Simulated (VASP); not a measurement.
# HoO (P-6m2) in VASP: further runs, part 2 of 3

VASP 6.6.1.

### Step 4. Single point, PBE

This run uses another cell than the first one, of 22.52 Å³/atom.

INCAR reads:

```
  PREC = Accurate
  ENCUT = 600
  EDIFF = 1E-6
  ISMEAR = 0
  SIGMA = 0.1
  LREAL = F
  LASPH = T
  NELM = 200
  ALGO = Normal
  ISIF = 2
  LWAVE = F
  LCHARG = F
  GGA = PE
  NBANDS = 14
  GGA_COMPAT = F
  LMAXMIX = 6
```

KPOINTS reads:

```
Automatic mesh
0
Gamma
  6 6 4
```

POSCAR reads:

```
HoO
1.0
    3.1474319200      0.0000000000      0.0000000000
   -1.5737159600      2.7257560000      0.0000000000
    0.0000000000      0.0000000000      5.2499123800
Ho O
1 1
Direct
    0.6666666700      0.3333333300      0.0000000000
    0.0000000000      0.0000000000      0.5000000000
```

Potentials or basis: VASP PAW PBE potentials, release 64 (Ho_3, O), 4f in core.

Run with:

```bash
$ cat potpaw_PBE.64/Ho_3/POTCAR potpaw_PBE.64/O/POTCAR > POTCAR
$ mpirun -np 1 vasp_std > vasp.out
```

OUTCAR:

```text
PREC = Accurate
   ENCUT = 600
   EDIFF = 1E-6
   ISMEAR = 0
   LREAL = F
   LASPH = T
   NELM = 200
   ISIF = 2
   GGA = PE

 ion  position               nearest neighbor table
   1  0.667  0.333  0.000-
   2  0.000  0.000  0.500-

  LATTYP: Found a hexagonal cell.
 ALAT       =     3.1474319200
 C/A-ratio  =     1.6679987092

  Lattice vectors:

 A1 = (   3.1474319200,   0.0000000000,   0.0000000000)
 A2 = (  -1.5737159600,   2.7257560000,   0.0000000000)
 A3 = (   0.0000000000,   0.0000000000,   5.2499123800)

Analysis of symmetry for initial positions (statically):
=====================================================================
 Subroutine PRICEL returns:
 Original cell was already a primitive cell.

 Routine SETGRP: Setting up the symmetry group for a
 hexagonal supercell.

 Subroutine GETGRP returns: Found 12 space group operations
 (whereof 12 operations were pure point group operations)
 out of a pool of 24 trial point group operations.

The static configuration has the point symmetry D_3h.

Analysis of symmetry for dynamics (positions and initial velocities):
=====================================================================
 Subroutine PRICEL returns:
 Original cell was already a primitive cell.

 Routine SETGRP: Setting up the symmetry group for a
 hexagonal supercell.

 Subroutine GETGRP returns: Found 12 space group operations
 (whereof 12 operations were pure point group operations)
 out of a pool of 24 trial point group operations.

The dynamic configuration has the point symmetry D_3h.

 Subroutine INISYM returns: Found 12 space group operations
 (whereof 12 operations are pure point group operations),
 and found     1 'primitive' translations

----------------------------------------------------------------------------------------

                                     Primitive cell

  volume of cell :      45.0397

  direct lattice vectors                    reciprocal lattice vectors
     3.147431920  0.000000000  0.000000000     0.317719342  0.183435348  0.000000000
    -1.573715960  2.725756000  0.000000000     0.000000000  0.366870696  0.000000000
     0.000000000  0.000000000  5.249912380     0.000000000  0.000000000  0.190479369

  length of vectors
     3.147431920  3.147431921  5.249912380     0.366870696  0.366870696  0.190479369

  position of ions in fractional coordinates (direct lattice)
     0.666666670  0.333333330  0.000000000
     0.000000000  0.000000000  0.500000000

  ion indices of the primitive-cell ions
   primitive index   ion index
                 1           1
                 2           2

----------------------------------------------------------------------------------------

 KPOINTS: Automatic mesh

Automatic generation of k-mesh.
 Grid dimensions read from file:
 generate k-points for:    6    6    4

 Generating k-lattice:

  Cartesian coordinates                     Fractional coordinates (reciprocal lattice)
     0.052953224  0.030572558  0.000000000     0.166666667 -0.000000000  0.000000000
     0.000000000  0.061145116  0.000000000     0.000000000  0.166666667  0.000000000
     0.000000000  0.000000000  0.047619842     0.000000000  0.000000000  0.250000000

  Length of vectors
     0.061145116  0.061145116  0.047619842

  Shift w.r.t. Gamma in fractional coordinates (k-lattice)
     0.000000000  0.000000000  0.000000000

 Subroutine IBZKPT returns following result:
 ===========================================

 Found     21 irreducible k-points:

 Following reciprocal coordinates:
            Coordinates               Weight
  0.000000  0.000000  0.000000      1.000000
  0.166667  0.000000  0.000000      6.000000
  0.333333  0.000000  0.000000      6.000000
  0.500000  0.000000  0.000000      3.000000
  0.166667  0.166667  0.000000      6.000000
  0.333333  0.166667  0.000000     12.000000
[... 13 lines left out ...]
  0.333333  0.166667  0.500000     12.000000
  0.333333  0.333333  0.500000      2.000000
   k-points           NKPTS =     21   k-points in BZ     NKDIM =     21   number of bands    NBANDS=     14
   number of dos      NEDOS =    301   number of ions     NIONS =      2
   total plane-waves  NPLWV =  32928
   dimension x,y,z NGX =    28 NGY =   28 NGZ =   42
   dimension x,y,z NGXF=    56 NGYF=   56 NGZF=   84
   ions per type =               1   1
   NGX,Y,Z   is equivalent  to a cutoff of  14.79, 14.79, 13.30 a.u.
   NGXF,Y,Z  is equivalent  to a cutoff of  29.58, 29.58, 26.60 a.u.
 SYSTEM =  unknown system
   PREC   = accura    normal or accurate (medium, high low for compatibility)
   ISTART =      0    job   : 0-new  1-cont  2-samecut
   ICHARG =      2    charge: 1-file 2-atom 10-const
   ISPIN  =      1    spin polarized calculation?
   LNONCOLLINEAR =      F non collinear calculations
   LSORBIT =      F    spin-orbit coupling
   LASPH  =      T    aspherical Exc in radial PAW
   ENCUT  =  600.0 eV  44.10 Ry    6.64 a.u.   6.29  6.29 10.49*2*pi/ulx,y,z
   NELM   =    200;   NELMIN=  2; NELMDL= -5     # of ELM steps
   EDIFF  = 0.1E-05   stopping-criterion for ELM
   LREAL  =      F    real-space projection
[... 7 lines left out ...]
   TEBEG  =    0.0;   TEEND  =   0.0 temperature during run
   PSTRESS=    0.0 pullay stress
   NELECT =      15.0000    total number of electrons
   NUPDOWN=      -1.0000    fix difference up-down
   EMIN   =  10.00;   EMAX   =-10.00  energy-range for DOS
   EFERMI =   0.00;   METHOD = LEGACY
   ISMEAR =     0;   SIGMA  =   0.10  broadening in eV -4-tet -1-fermi 0-gaus
   EFERMI_NEDOS =   21; number of points for ismear=-14 and -15
   IALGO  =     38    algorithm
   IMIX   =      4    mixing-type and parameters
     AMIX     =   0.40;   BMIX     =  1.00
     AMIX_MAG =   1.60;   BMIX_MAG =  1.00
  volume/ion in A,a.u.               =      22.52       151.97
  Fermi-wavevector in a.u.,A,eV,Ry     =   1.134767  2.144399 17.520177  1.287697
  Thomas-Fermi vector in A             =   2.271471
   LORBIT       =      0    0 simple, 1 ext, 2 COOP (PROOUT), +10 PAW based schemes
   GGA     = PE    functional components
   LHFCALC =     F    Hartree Fock is set to
   AEXX    =    0.0000 exact exchange contribution
   IVDW    =     0    specifies the selected vdW correction
   LEPSILON=     F    determine dielectric tensor
   LRPA    =     F    only Hartree local field effects (RPA)
 non-spin polarized calculation
 Gauss-broadening in eV      SIGMA  =   0.10
  energy-cutoff  :      600.00
  volume of cell :       45.04
 maximum number of plane-waves:      1521
 NGX is ok and might be reduce to    28
   NGX = 13   NGY = 13   NGZ = 21

 number of electron      14.9999997 magnetization

 Free energy of the ion-electron system (eV)
  ---------------------------------------------------
  ext. energy  EPLUGINS =         0.00000000
  ---------------------------------------------------
  free energy    TOTEN  =        -9.02427057 eV

  energy without entropy =       -9.00396948  energy(sigma->0) =       -9.01412003

 E-fermi :   0.8472     XC(G=0):  -9.3574

 val. band max:        0.8380122672   @ k =   0.3333   0.0000   0.0000
 cond. band min:       0.8892544841   @ k =   0.3333   0.1667   0.5000
 fundamental gap:      0.0512422170
 Fermi energy:         0.8471830191

 k-point     1 :       0.0000    0.0000    0.0000
  band No.  band energies     occupation
      1     -23.2031      2.00000
      2     -22.5416      2.00000
      3     -22.5416      2.00000
      4     -14.8476      2.00000
      5      -2.4224      2.00000
      6      -1.0826      2.00000
      7       1.0826      0.00087
      8       1.0826      0.00087
      9       3.3456      0.00000
     10       3.4840      0.00000
     11       3.4840      0.00000
     12       7.0117      0.00000
     13       7.0117      0.00000
     14       7.8235      0.00000
[... 324 lines left out ...]
 k-point    21 :       0.3333    0.3333    0.5000
  band No.  band energies     occupation
      1     -23.4637      2.00000
      2     -23.4616      2.00000
      3     -22.9765      2.00000
      4     -14.3951      2.00000
      5      -0.5987      2.00000
      6      -0.5856      2.00000
      7      -0.2536      2.00000
      8       2.2863      0.00000
      9       3.0504      0.00000
     10       3.1586      0.00000
     11       3.4938      0.00000
     12       5.3953      0.00000
     13       9.3532      0.00000
     14      11.8061      0.00000

------------------------ aborting loop because EDIFF is reached ----------------------------------------

  FORCE on cell =-STRESS in cart. coord.  units (eV):
  Direction    XX          YY          ZZ          XY          YZ          ZX
  --------------------------------------------------------------------------------------
  -------------------------------------------------------------------------------------
  Total        2.0692760      2.0692760    -12.6274677      0.0000000      0.0000000     -0.0000000
  in kB       73.6094585     73.6094585   -449.1914413      0.0000000      0.0000000     -0.0000000
  external PRESSURE =    -100.6575081 kB  Pullay stress =       0.0000000 kB

 VOLUME and BASIS-vectors are now :
 -----------------------------------------------------------------------------
  energy-cutoff  :      600.00
  volume of cell :       45.04
      direct lattice vectors                 reciprocal lattice vectors
     3.147431920  0.000000000  0.000000000     0.317719342  0.183435348  0.000000000
    -1.573715960  2.725756000  0.000000000     0.000000000  0.366870696  0.000000000
     0.000000000  0.000000000  5.249912380     0.000000000  0.000000000  0.190479369

 POSITION                                       TOTAL-FORCE (eV/Angst)
 -----------------------------------------------------------------------------------
      1.57372      0.90859      0.00000        -0.000000      0.000000      0.000000
      0.00000      0.00000      2.62496         0.000000      0.000000      0.000000
 -----------------------------------------------------------------------------------
    total drift:                               -0.000001      0.000001     -0.000000

  FREE ENERGIE OF THE ION-ELECTRON SYSTEM (eV)
  ---------------------------------------------------
  free  energy   TOTEN  =        -9.0242705731 eV

  energy  without entropy=       -9.0039694832  energy(sigma->0) =       -9.01412003
```

OSZICAR:

```text
N       E                     dE             d eps       ncg     rms          rms(c)
DAV:   1     0.853045835006E+02    0.85305E+02   -0.70996E+03   652   0.108E+03
DAV:   2    -0.194747076371E+01   -0.87252E+02   -0.76762E+02   900   0.311E+02
DAV:   3    -0.111596662435E+02   -0.92122E+01   -0.87828E+01   842   0.747E+01
DAV:   4    -0.113298171021E+02   -0.17015E+00   -0.16967E+00   784   0.881E+00
DAV:   5    -0.113319075402E+02   -0.20904E-02   -0.20903E-02   816   0.120E+00    0.112E+01
DAV:   6    -0.150553636766E+02   -0.37235E+01   -0.42679E+01   930   0.234E+01    0.359E+01
DAV:   7    -0.902094881159E+01    0.60344E+01   -0.88214E+00   922   0.158E+01    0.811E+00
DAV:   8    -0.906656232751E+01   -0.45614E-01   -0.85525E-01   786   0.611E+00    0.554E+00
DAV:   9    -0.903361508356E+01    0.32947E-01   -0.13227E-01   820   0.252E+00    0.889E-01
DAV:  10    -0.902952502338E+01    0.40901E-02   -0.60042E-03   802   0.603E-01    0.727E-01
DAV:  11    -0.902519378189E+01    0.43312E-02   -0.21051E-02   924   0.103E+00    0.428E-01
DAV:  12    -0.902458220586E+01    0.61158E-03   -0.49664E-04   748   0.166E-01    0.252E-01
DAV:  13    -0.902437299688E+01    0.20921E-03   -0.95315E-05   918   0.725E-02    0.146E-01
DAV:  14    -0.902426545910E+01    0.10754E-03   -0.15037E-04   946   0.698E-02    0.122E-02
DAV:  15    -0.902427402047E+01   -0.85614E-05   -0.90983E-06   862   0.196E-02    0.291E-02
DAV:  16    -0.902426996963E+01    0.40508E-05   -0.66904E-06   520   0.118E-02    0.439E-03
DAV:  17    -0.902427057311E+01   -0.60348E-06   -0.46320E-07   366   0.990E-03
   1 F= -.90242706E+01 E0= -.90141200E+01  d E =-.203011E-01
```

Run time: 12 s. Hardware: 1 thread of AMD EPYC 9R45 (Zen 5), shared host; peak memory 0.15 GiB.

What came out:

| Quantity | Value |
| --- | --- |
| Free energy | -9.0243 eV |
| Pressure | -10.1 GPa |
| Band gap on the k mesh | zero (an odd number of electrons rules out a gap without spin polarisation) |

Levels at points of the mesh, in eV from the Fermi level:
```tsv
k point	band 4	band 5	band 6	band 7	band 8	band 9	band 10	band 11
(0.00, 0.00, 0.00)	-15.69	-3.27	-1.93	0.24	0.24	2.50	2.64	2.64
(0.50, 0.00, 0.00)	-15.28	-2.21	-1.91	-1.16	-0.09	2.05	4.46	4.93
(0.00, 0.00, 0.50)	-15.64	-4.15	-1.03	0.26	0.26	2.57	2.57	4.32
(0.50, 0.00, 0.50)	-15.29	-2.09	-1.87	-0.63	-0.17	1.10	4.22	5.19
```

Caveat: the k points lie up to 0.38 Å⁻¹ apart, too coarse for converged energies and pressures of a metal; spin-orbit coupling is left out, which moves the levels of the heavy elements; the 4f electrons are frozen in the core, so they carry no moment and show no levels; an odd number of electrons without spin polarisation forces a metal; a magnetic or distorted state may lie lower; the run has no spin polarisation, though such a crystal can be magnetic. With open d or f shells a metallic result of PBE can be an artefact of self-interaction; +U or a hybrid may open a gap.

### Step 5. Relaxation of cell and atoms, PBE

INCAR reads:

```
PREC     = Accurate       # precision mode
ENCUT    = 600            # plane-wave cutoff, eV
EDIFF    = 1E-7           # SCF threshold, eV
ISMEAR   = 0              # smearing method
SIGMA    = 0.1            # smearing width, eV
LREAL    = False          # projectors in reciprocal space
LASPH    = True           # aspherical terms in the spheres
NELM     = 200            # most SCF steps
ALGO     = Normal         # electronic algorithm
ISIF     = 3              # what is computed and relaxed
LWAVE    = False          # write WAVECAR
LCHARG   = False          # write CHGCAR
GGA      = PE             # functional
IBRION   = 2              # ionic algorithm
NSW      = 90             # ionic steps
EDIFFG   = -0.04          # ionic threshold
GGA_COMPAT= False        
NELMIN   = 4            
LMAXMIX  = 6              # l up to which the mixer works
```

KPOINTS reads:

```
Automatic mesh
0
Gamma
  6 6 6
```

POSCAR reads:

```
HoO
1.0
    3.2471634101      0.0000000000      0.0000000000
   -1.6235817050      2.8121260034      0.0000000000
    0.0000000000      0.0000000000      3.0966235891
Ho O
1 1
Direct
    0.6666666667      0.3333333333      0.0000000000
    0.0000000000      0.0000000000      0.5000000000
```

Run with:

```bash
$ cat potpaw_PBE.64/Ho_3/POTCAR potpaw_PBE.64/O/POTCAR > POTCAR
$ mpirun -np 1 vasp_std > vasp.out
```

Run time: 11 s. Hardware: 1 thread of AMD EPYC 9R45 (Zen 5), shared host; peak memory 0.14 GiB.

It converged, with:

| Quantity | Value |
| --- | --- |
| Free energy | -14.5271 eV |
| Relaxed volume | 14.21 Å³/atom |
| Relaxed cell | a = 3.260 Å, b = 3.260 Å, c = 3.088 Å, α = 90.00°, β = 90.00°, γ = 120.00° |
| Space group after relaxing (to 0.1 Å) | P-6m2 (No. 187) |
| Energy gained by relaxing | 0.3 meV/atom |
| Ionic steps | 2 |
| Pressure after relaxing | -0.3 GPa |
| Band gap on the k mesh | zero (an odd number of electrons rules out a gap without spin polarisation) |

Step by step:
```tsv
step	energy change (eV)	largest force (eV/Å)	pressure (GPa)	volume (Å³)
1	0.0000	0.0000	0.41	28.28
2	-0.0006	0.0000	-0.31	28.42
```

Final structure:
```
CELL_PARAMETERS angstrom
3.26013 0.00000 0.00000
-1.63006 2.82335 0.00000
0.00000 0.00000 3.08795
ATOMIC_POSITIONS crystal
Ho 0.66667 0.33333 0.00000
O 0.00000 0.00000 0.50000
```

Levels at points of the mesh, in eV from the Fermi level:
```csv
k point,band 5,band 6,band 7,band 8,band 9,band 10
"(0.00, 0.00, 0.00)",-5.15,-5.15,-4.36,-2.07,-0.24,3.58
"(0.50, 0.00, 0.00)",-7.08,-5.31,-4.63,-1.36,2.99,5.32
"(0.00, 0.00, 0.50)",-7.68,-4.91,-4.91,1.70,1.98,1.98
"(0.50, 0.00, 0.50)",-6.43,-5.96,-5.80,0.58,2.66,6.03
```

Caveat: the k points lie up to 0.37 Å⁻¹ apart in the final cell, too coarse for converged energies and pressures of a metal; spin-orbit coupling is left out, which moves the levels of the heavy elements; the 4f electrons are frozen in the core, so they carry no moment and show no levels; an odd number of electrons without spin polarisation forces a metal; a magnetic or distorted state may lie lower; the run has no spin polarisation, though such a crystal can be magnetic. With open d or f shells a metallic result of PBE can be an artefact of self-interaction; +U or a hybrid may open a gap.

[end of part 2 of 3]

The gap in the log of VASP goes by the Fermi energy; the results here count the filled bands.